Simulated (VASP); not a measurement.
HgTe:

```
Hg Te
1.0
     0.00000    3.22350    3.22350
     3.22350    0.00000    3.22350
     3.22350    3.22350    0.00000
Hg Te
1 1
Direct
  0.00000 0.00000 0.00000
  0.75000 0.75000 0.75000
```

| Quantity | Value |
| --- | --- |
| Program | VASP 6.6.1 |
| Task | relaxation of cell and atoms |
| Functional | PBE |
| Potentials or basis | VASP PAW PBE potentials, release 64 (Hg, Te) |
| Cutoff | 600 eV |
| k mesh | 12 × 12 × 12 |
| Occupations | gaussian, width 0.1 eV |
| Spin | no spin polarisation |

At the start: pressure 4.2 GPa; volume 33.50 Å³/atom.

Q: How do energy, volume and symmetry change on relaxing?

A: Over 3 steps the energy falls by 39.3 meV/atom and the volume is 36.81 Å³/atom (+9.9 %); space group F-43m (No. 216, to 0.1 Å) before and after.

The path:
```
step  energy change (eV)  largest force (eV/Å)  pressure (GPa)  volume (Å³)
   1              0.0000                0.0000            4.16        66.99
   2             -0.0723                0.0000           -0.91        75.78
   3             -0.0785                0.0000            0.02        73.62
```

Final structure:
```yaml
crystal:
  lattice:
    - [0.00000, 3.32649, 3.32649]
    - [3.32649, 0.00000, 3.32649]
    - [3.32649, 3.32649, 0.00000]
  atoms:
    - { symbol: Hg, position: [0.00000, 0.00000, 0.00000] }
    - { symbol: Te, position: [0.75000, 0.75000, 0.75000] }
```
